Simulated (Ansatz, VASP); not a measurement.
**SrO in VASP and in Ansatz**

The input INCAR:

```
PREC     = Accurate       # precision mode
ENCUT    = 600            # plane-wave cutoff, eV
EDIFF    = 1E-6           # SCF threshold, eV
ISMEAR   = -1             # smearing method
SIGMA    = 0.03           # smearing width, eV
LREAL    = False          # projectors in reciprocal space
LASPH    = True           # aspherical terms in the spheres
NELM     = 120            # most SCF steps
ALGO     = Normal         # electronic algorithm
ISIF     = 2              # what is computed and relaxed
LWAVE    = False          # write WAVECAR
LCHARG   = False          # write CHGCAR
GGA      = PE             # functional
NBANDS   = 15             # bands
GGA_COMPAT= False
```

Contents of KPOINTS:

```
Automatic mesh
0
Gamma
  8 8 8
```

File POSCAR:

```
SrO
1.0
    0.0000000000      2.5698000000      2.5698000000
    2.5698000000      0.0000000000      2.5698000000
    2.5698000000      2.5698000000      0.0000000000
Sr O
1 1
Direct
    0.0000000000      0.0000000000      0.0000000000
    0.5000000000      0.5000000000      0.5000000000
```

Input for Ansatz:

```yaml
crystal:
  lattice:
    - [0.0, 2.5698, 2.5698]
    - [2.5698, 0.0, 2.5698]
    - [2.5698, 2.5698, 0.0]
  atoms:
    - { symbol: Sr, position: [0.0, 0.0, 0.0] }
    - { symbol: O, position: [0.5, 0.5, 0.5] }
kpoints:
  mp_grid: { grid: [8, 8, 8] }
  band_path:
    path:
      - [0.0, 0.0, 0.0]
      - [0.5, 0.0, 0.5]
      - [0.625, 0.25, 0.625]
      - [0.375, 0.375, 0.75]
      - [0.0, 0.0, 0.0]
      - [0.5, 0.5, 0.5]
      - [0.5, 0.25, 0.75]
      - [0.5, 0.0, 0.5]
    npoints: 5
scf:
  occupations: { method: fermi_dirac, width: 0.03 }
hamiltonian:
  xc: pbe
  pseudopotentials:
    kind: all_electron
    lapw: { basis_error: 0.0005 }
    relativity: none
output:
  forces: true
  stress: true
  eigenvalues: true
```

Alike in both runs: task single point; functional PBE; k mesh 8 × 8 × 8; occupations fermi-dirac, width 0.03 eV; no spin polarisation.

|  | VASP | Ansatz |
| --- | --- | --- |
| version | VASP 6.6.1 | Ansatz 0.2.0 |
| potentials or method | VASP PAW PBE potentials, release 64 (Sr_sv, O), cutoff 600 eV | all-electron LAPW, non-relativistic |

Ansatz gave:

```
gap on the k mesh at the Fermi level (eV) : 3.18
pressure (GPa)                            : 3.4
```

Task: What did VASP give for the same quantities?

Result: gap on the k mesh at the Fermi level (eV): 3.27; pressure (GPa): 3.4.

Ansatz ran all-electron here, and VASP with PAW potentials.
